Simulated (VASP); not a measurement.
Input of a VASP 6.6.1 run:

The input INCAR:

```
ALGO = Normal
EDIFF = 1E-7
ENCUT = 520
GGA = PS
ISIF = 2
ISMEAR = -1
LASPH = True
LCHARG = False
LREAL = False
LWAVE = False
NBANDS = 32
NELM = 60
PREC = Accurate
SIGMA = 0.05
```

KPOINTS

```
k-points
0
Gamma
  9 9 9
```

The input POSCAR:

```
KP2Ru2
1.0
    6.8094304332      0.0000001638      0.0000001800
    4.4702086747      5.1366893257      0.0000001800
   -5.6398196285     -2.5683447787      2.8221237534
K P Ru
1 2 2
Direct
    0.0000000000      0.0000000000      0.0000000000
    0.3410140743      0.3410140743      0.0000000000
    0.6589859257      0.6589859257      0.0000000000
    0.7500000000      0.2500000000      0.5000000000
    0.2500000000      0.7500000000      0.5000000000
```

Potentials or basis: VASP PAW PBE potentials, release 64 (K_sv, P, Ru_pv).

Run with:

```sh
$ cat potpaw_PBE.64/K_sv/POTCAR potpaw_PBE.64/P/POTCAR potpaw_PBE.64/Ru_pv/POTCAR > POTCAR
$ mpirun -np 1 vasp_std > vasp.out
```

Question: Estimate the pressure.

Answer: 0.1 GPa.

Question: Estimate the largest force.

Answer: 0.015 eV/Å.

Stress tensor (GPa, compression positive):
```
-0.37 -0.34  0.00
-0.34  0.23  0.00
 0.00  0.00  0.38
```

Caveat: the PAW data sets were made with another functional, which shifts forces and pressure a little.
